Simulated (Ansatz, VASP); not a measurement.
# Ag: VASP beside Ansatz

The input INCAR:

```
SYSTEM = Ag
  ALGO = Fast
  EDIFF = 1E-6
  ENCUT = 520
  GGA = PS
  ISIF = 2
  ISMEAR = 0
  LASPH = .TRUE.
  LCHARG = .FALSE.
  LREAL = .FALSE.
  LWAVE = .FALSE.
  NBANDS = 42
  NELM = 80
  PREC = Accurate
  SIGMA = 0.15
```

The input KPOINTS:

```
k-points
0
G
  18 18 4
  0 0 0
```

POSCAR

```
Ag
1.0
    2.0431000000     -2.0431000000      0.0000000000
    2.0431000000      0.0000000000     -2.0431000000
    8.0857974596      8.0857974596      8.0857974596
Ag
6
Direct
    0.6666666667      0.6666666667      0.0842090258
    0.0000000000      0.0000000000      0.9264677352
    0.3333333333      0.3333333333      0.2526607677
    0.6666666667      0.6666666667      0.5895642515
    0.0000000000      0.0000000000      0.4211125096
    0.3333333333      0.3333333333      0.7580159933
```

Input for Ansatz:

```yaml
crystal:
  lattice:
    - [2.0431, -2.0431, 0.0]
    - [2.0431, 0.0, -2.0431]
    - [8.0857974596, 8.0857974596, 8.0857974596]
  atoms:
    - { symbol: Ag, position: [0.6666666667, 0.6666666667, 0.0842090258] }
    - { symbol: Ag, position: [0.0, 0.0, 0.9264677352] }
    - { symbol: Ag, position: [0.3333333333, 0.3333333333, 0.2526607677] }
    - { symbol: Ag, position: [0.6666666667, 0.6666666667, 0.5895642515] }
    - { symbol: Ag, position: [0.0, 0.0, 0.4211125096] }
    - { symbol: Ag, position: [0.3333333333, 0.3333333333, 0.7580159933] }
basis:
  ecutwfc: 420
kpoints:
  mp_grid: { grid: [18, 18, 4] }
hamiltonian:
  xc: pbesol
scf:
  occupations: { method: gaussian, width: 0.15 }
output:
  forces: true
  stress: true
  eigenvalues: true
  write_density: true
  write_potential: true
  elf: true
  volumetric_format: npy
```

Alike in both runs: task single point; functional PBEsol; k mesh 18 × 18 × 4; occupations gaussian, width 0.15 eV; no spin polarisation.

|  | VASP | Ansatz |
| --- | --- | --- |
| version | VASP 6.6.1 | Ansatz 0.2.0 |
| potentials or method | VASP PAW PBE potentials, release 64 (Ag), cutoff 520 eV | scalar-relativistic, plane waves, PAW |
| valence electrons in the cell | 66 | 114 |

|  | VASP | Ansatz | Ansatz less VASP |
| --- | --- | --- | --- |
| gap on the k mesh at the Fermi level (eV) | none | none | - |
| pressure (GPa) | -1.4 | -1.2 | +0.15 |
| traceless stress, the component that is largest in VASP (GPa) | 0.32 | 0.32 | +0.003 |
| rms of the force components (eV/Å) | 0.191 | 0.193 | +0.0020 |

VASP's potentials were made for PBE, not for PBEsol. Atom by atom the forces differ by 0.002 eV/Å (rms over components). A gap of «none» marks a metal or a gap that the smearing closes. VASP's potentials hold 66 valence electrons a cell and Ansatz's 114, so a difference there can come from the potentials and not from the codes.
